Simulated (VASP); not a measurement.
Wanted: the native input for a VASP 6.6.1 run.

| Quantity | Value |
| --- | --- |
| Task | single point |
| Functional | LDA |
| Potentials or basis | VASP PAW LDA potentials, release 64 (K_sv, F) |
| Cutoff | 520 eV |
| k mesh | 4 × 4 × 4 |
| Occupations | gaussian, width 0.01 eV |
| Spin | no spin polarisation |
| Dipole correction | no |
| Further INCAR settings | ALGO = Normal; EDIFF = 1e-06; NBANDS = 15 |

The structure of KF lies in POSCAR:

```
KF
1.0
    0.0000000000      2.6589605792      2.6589605792
    2.6589605792      0.0000000000      2.6589605792
    2.6589605792      2.6589605792      0.0000000000
K F
1 1
Direct
    0.0000000000      0.0000000000      0.0000000000
    0.5000000000      0.5000000000      0.5000000000
```

One way to write it, as run:

INCAR

```
SYSTEM = KF
ALGO = Normal
EDIFF = 1E-6
ENCUT = 520
GGA = CA
ISIF = 2
ISMEAR = 0
LASPH = .True.
LCHARG = .False.
LREAL = .False.
LWAVE = .False.
NBANDS = 15
NELM = 80
PREC = Accurate
SIGMA = 0.01
```

KPOINTS

```
k-points
0
Gamma
  4 4 4
  0 0 0
```

Potentials or basis: VASP PAW LDA potentials, release 64 (K_sv, F).

The run is started by

```sh
$ cat potpaw_LDA.64/K_sv/POTCAR potpaw_LDA.64/F/POTCAR > POTCAR
$ mpirun -np 1 vasp_std > vasp.out
```

Results of the run:

The pressure is -3.0 GPa. The band gap on the k mesh is 5.87 eV, direct.

Caveat: the k points lie up to 0.51 Å⁻¹ apart.

Wall time 3.6 s on 1 thread of AMD EPYC 7R13 Processor (Zen 3) (shared host), peak memory 0.11 GiB.
